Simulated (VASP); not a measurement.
Input of a VASP 6.6.1 run:

Contents of INCAR:

```
SYSTEM = FeNi3
PREC = Accurate
ENCUT = 520
EDIFF = 1E-6
ISMEAR = 0
SIGMA = 0.1
LREAL = .FALSE.
LASPH = .TRUE.
NELM = 150
ALGO = Normal
ISIF = 2
LWAVE = .FALSE.
LCHARG = .FALSE.
ISPIN = 2
MAGMOM = 3.13 0.75 0.75 0.75
LORBIT = 11
LMAXMIX = 4
GGA = PS
NBANDS = 31
```

KPOINTS

```
Automatic mesh
0
G
  12 12 12
  0 0 0
```

File POSCAR:

```
FeNi3
1.0
    3.5233687024      0.0000000000      0.0000000000
    0.0000000000      3.5233687024      0.0000000000
    0.0000000000      0.0000000000      3.5233687024
Fe Ni
1 3
Direct
    0.0000000000      0.0000000000      0.0000000000
    0.0000000000      0.5000000000      0.5000000000
    0.5000000000      0.0000000000      0.5000000000
    0.5000000000      0.5000000000      0.0000000000
```

Potentials or basis: VASP PAW PBE potentials, release 64 (Fe, Ni).

Run with:

```sh
$ cat potpaw_PBE.64/Fe/POTCAR potpaw_PBE.64/Ni/POTCAR > POTCAR
$ mpirun -np 1 vasp_std > vasp.out
```

Task: Predict the pressure.

Result: -6.2 GPa.

Task: Predict the net moment.

Result: 4.77 μB per cell.

Task: Predict the site moments.

Result: Fe +2.88; Ni +0.63 μB.

Caveat: the cell stands under tension; the PAW data sets were made with another functional, which shifts forces and pressure a little.
